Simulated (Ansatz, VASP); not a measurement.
# Ti3Se: VASP beside Ansatz

```
Ti Se
1.0
    -1.99123    1.99123    4.44795
     1.99123   -1.99123    4.44795
     1.99123    1.99123   -4.44795
Ti Se
3 1
Direct
  0.50000 0.50000 0.00000
  0.25000 0.75000 0.50000
  0.75000 0.25000 0.50000
  0.00000 0.00000 0.00000
```

Alike in both runs: task single point; functional PBE; k mesh 6 × 6 × 6; occupations gaussian, width 0.1 eV; collinear spin.

```csv
,VASP,Ansatz
version,VASP 6.6.1,Ansatz 0.2.0
potentials or method,"VASP PAW PBE potentials, release 64 (Ti_sv, Se), cutoff 520 eV","scalar-relativistic, plane waves, PAW"
valence electrons in the cell,42,52
```

```csv
,VASP,Ansatz,Ansatz less VASP
gap on the k mesh at the Fermi level (eV),none,none,-
pressure (GPa),-7.3,-7.3,0.00
"traceless stress, the component that is largest in VASP (GPa)",0.74,0.73,-0.012
net moment per atom (μB),0.27,0.27,-0.002
size of the moment on the site where the two differ most (μB),0.43,0.44,+0.005
```

Site moments also hang on the region over which each program counts them. A gap of «none» marks a metal or a gap that the smearing closes. The functional is the same, so the differences come from potentials, cutoffs and numerics. VASP's potentials hold 42 valence electrons a cell and Ansatz's 52, so a difference there can come from the potentials and not from the codes.

The k mesh is coarse, so the values compare programs but aren't converged.
